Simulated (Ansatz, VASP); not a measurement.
## One calculation of Ga3N2, two programs

```
Ga N
1.0
     4.17980    0.00000    0.00000
     0.00000    4.17980    0.00000
     0.00000    0.00000    4.17980
Ga N
3 2
Direct
  0.00000 0.50000 0.50000
  0.50000 0.00000 0.50000
  0.50000 0.50000 0.00000
  0.00000 0.00000 0.00000
  0.50000 0.50000 0.50000
```

Alike in both runs: task single point; functional PBE; k mesh 4 × 4 × 4; occupations gaussian, width 0.1 eV; collinear spin.

|  | VASP | Ansatz |
| --- | --- | --- |
| version | VASP 6.6.1 | Ansatz 0.2.0 |
| potentials or method | VASP PAW PBE potentials, release 64 (Ga_d, N), cutoff 520 eV | scalar-relativistic, plane waves, PAW |
| valence electrons in the cell | 49 | 49 |

```csv
,VASP,Ansatz,Ansatz less VASP
gap on the k mesh at the Fermi level (eV),none,none,-
pressure (GPa),0.0,-0.2,-0.24
net moment per atom (μB),0.00,0.00,0.000
```

A gap of «none» marks a metal or a gap that the smearing closes. Ansatz's warnings: seeded moment not kept.

The k mesh is coarse, so the values compare programs but aren't converged.
